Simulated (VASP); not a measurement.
Set up this calculation in VASP 6.6.1, as the native input.

```
Task                   : single point
Functional             : LDA
Potentials or basis    : VASP PAW LDA potentials, release 64 (Na_pv)
Cutoff                 : 520 eV
k mesh                 : 13 × 13 × 13
Occupations            : fermi-dirac, width 0.05 eV
Spin                   : no spin polarisation
Dipole correction      : no
Further INCAR settings : ALGO = Normal; EDIFF = 1e-06; NBANDS = 10
```

The structure of Na lies in POSCAR:

```
Na
1.0
    0.0000000000      1.9586988101      1.9586988101
    1.9586988101      0.0000000000      1.9586988101
    1.9586988101      1.9586988101      0.0000000000
Na
1
Direct
    0.0000000000      0.0000000000      0.0000000000
```

This cell differs from its parent crystal: volume scaled by 0.45.

The input as run:

INCAR

```
SYSTEM = Na
  PREC = Accurate
  ENCUT = 520
  EDIFF = 1E-6
  ISMEAR = -1
  SIGMA = 0.05
  LREAL = .FALSE.
  LASPH = .TRUE.
  NELM = 60
  ALGO = Normal
  ISIF = 2
  LWAVE = .FALSE.
  LCHARG = .FALSE.
  GGA = CA
  NBANDS = 10
```

KPOINTS

```
Automatic mesh
0
G
  13 13 13
  0 0 0
```

Potentials or basis: VASP PAW LDA potentials, release 64 (Na_pv).

Launch:

```console
$ cat potpaw_LDA.64/Na_pv/POTCAR > POTCAR
$ mpirun -np 1 vasp_std > vasp.out
```

It gave:

* Pressure: 33.0 GPa

It took 3.8 s on 1 thread of Intel(R) Xeon(R) 6975P-C (Granite Rapids), with other jobs on the host, peak memory 0.12 GiB.
